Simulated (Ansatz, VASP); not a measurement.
**Two plane-wave programs on ScAl3**

```
Sc Al
1.0
    -2.05227    2.05227    4.50995
     2.05227   -2.05227    4.50995
     2.05227    2.05227   -4.50995
Sc Al
1 3
Direct
  0.00000 0.00000 0.00000
  0.50000 0.50000 0.00000
  0.25000 0.75000 0.50000
  0.75000 0.25000 0.50000
```

Alike in both runs: task single point; functional PBE; k mesh 9 × 9 × 9; occupations fermi-dirac, width 0.05 eV; no spin polarisation.

```csv
,VASP,Ansatz
version,VASP 6.6.1,Ansatz 0.2.0
potentials or method,"VASP PAW PBE potentials, release 64 (Sc_sv, Al)",Ansatz PAW
plane-wave cutoff (eV),500,420
valence electrons in the cell,20,20
```

|  | VASP | Ansatz | Ansatz less VASP |
| --- | --- | --- | --- |
| gap on the k mesh at the Fermi level (eV) | none | none | - |
| pressure (GPa) | -4.6 | -4.6 | 0.00 |
| traceless stress, the component that is largest in VASP (GPa) | 0.19 | 0.19 | -0.005 |

A gap of «none» marks a metal or a gap that the smearing closes. The functional is the same, so the differences come from potentials, cutoffs and numerics.
